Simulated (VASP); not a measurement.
Wanted: the native input for a VASP 6.6.1 run.

* Task: single point
* Functional: PBEsol
* Potentials or basis: VASP PAW PBE potentials, release 64 (Pt)
* Cutoff: 500 eV
* k mesh: 10 × 10 × 10
* Occupations: fermi-dirac, width 0.1 eV
* Spin: no spin polarisation
* Dipole correction: no
* Further INCAR settings: ALGO = Normal; EDIFF = 1e-06; NBANDS = 11

The structure of Pt lies in POSCAR:

```
Pt
1.0
    2.7724395923      0.0000000000      0.0000000000
    1.3862197961      2.4010031174      0.0000000000
    1.3862197961      0.8003343725      2.2636874479
Pt
1
Direct
    0.0000000000      0.0000000000      0.0000000000
```

The input as run:

INCAR

```
  ALGO = Normal
  EDIFF = 1E-6
  ENCUT = 500
  GGA = PS
  GGA_COMPAT = F
  ISIF = 2
  ISMEAR = -1
  LASPH = T
  LCHARG = T
  LELF = T
  LREAL = F
  LVHAR = T
  LWAVE = F
  NBANDS = 11
  NELM = 120
  PREC = Accurate
  SIGMA = 0.1
```

KPOINTS

```
k-points
0
Gamma
  10 10 10
```

Potentials or basis: VASP PAW PBE potentials, release 64 (Pt).

Command:

```bash
$ cat potpaw_PBE.64/Pt/POTCAR > POTCAR
$ mpirun -np 1 vasp_std > vasp.out
```

Results of the run:

The pressure is -0.4 GPa. The band gap on the k mesh is zero (band 5 reaches 11.61 eV, above the bottom of band 6 at 9.41 eV).

Caveat: the PAW data sets were made with another functional, which shifts forces and pressure a little; spin-orbit coupling is left out, which moves the levels of the heavy elements.

It took 5.2 s on 1 thread of Intel(R) Xeon(R) Platinum 8375C CPU @ 2.90GHz (Ice Lake), with other jobs on the host, peak memory 0.13 GiB.
